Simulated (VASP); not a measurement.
A run of VASP 6.6.1:

INCAR

```
PREC = Accurate
ENCUT = 520
EDIFF = 1E-6
ISMEAR = 0
SIGMA = 0.1
LREAL = F
LASPH = T
NELM = 150
ALGO = Normal
ISIF = 2
LWAVE = F
LCHARG = T
ISPIN = 2
MAGMOM = 1 1 0
LORBIT = 11
LMAXMIX = 4
GGA = PE
LELF = T
LVHAR = T
NBANDS = 28
```

The input KPOINTS:

```
regular mesh
0
Gamma
  6 6 6
```

File POSCAR:

```
Ru2F
1.0
    4.5024353400      0.0000000000      0.0000000000
   -2.2512176700      3.8992233800      0.0000000000
    0.0000000000      0.0000000000      2.8550117300
Ru F
2 1
Direct
    0.3333333300      0.6666666700      0.0050437700
    0.6666666700      0.3333333300      0.9949562300
    0.0000000000      0.0000000000      0.5000000000
```

Potentials or basis: VASP PAW PBE potentials, release 64 (Ru_pv, F).

The run is started by

```sh
$ cat potpaw_PBE.64/Ru_pv/POTCAR potpaw_PBE.64/F/POTCAR > POTCAR
$ mpirun -np 1 vasp_std > vasp.out
```

Hardware: 1 thread of Intel(R) Xeon(R) Platinum 8375C CPU @ 2.90GHz (Ice Lake), on a shared host.

Q: How long does it take, and how much memory?

A: It took 88 s on 1 thread of Intel(R) Xeon(R) Platinum 8375C CPU @ 2.90GHz (Ice Lake), with other jobs on the host, peak memory 0.24 GiB. Counts: scf iterations 16, k points 34.
